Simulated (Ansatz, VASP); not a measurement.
Li in VASP and in Ansatz

```
Li
1.0
    -1.75818    3.09901    2.67640
     1.75818   -3.09901    2.67640
     1.75818    3.09901   -2.67640
Li
3
Direct
  0.81071 0.06574 0.74497
  0.32078 0.06574 0.25503
  0.42405 0.42405 0.00000
```

Alike in both runs: task single point; functional PBE; k mesh 6 × 6 × 6; occupations gaussian, width 0.1 eV; no spin polarisation.

|  | VASP | Ansatz |
| --- | --- | --- |
| version | VASP 6.6.1 | Ansatz 0.2.0 |
| potentials or method | VASP PAW PBE potentials, release 64 (Li_sv), cutoff 520 eV | scalar-relativistic, plane waves, PAW |
| valence electrons in the cell | 9 | 9 |

```csv
,VASP,Ansatz,Ansatz less VASP
gap on the k mesh at the Fermi level (eV),none,none,-
rms of the force components (eV/Å),0.279,0.277,-0.0017
```

Atom by atom the forces differ by 0.002 eV/Å (rms over components). A gap of «none» marks a metal or a gap that the smearing closes.

Noted on VASP's run: the cutoff is short for stress, so the pressure is rough.
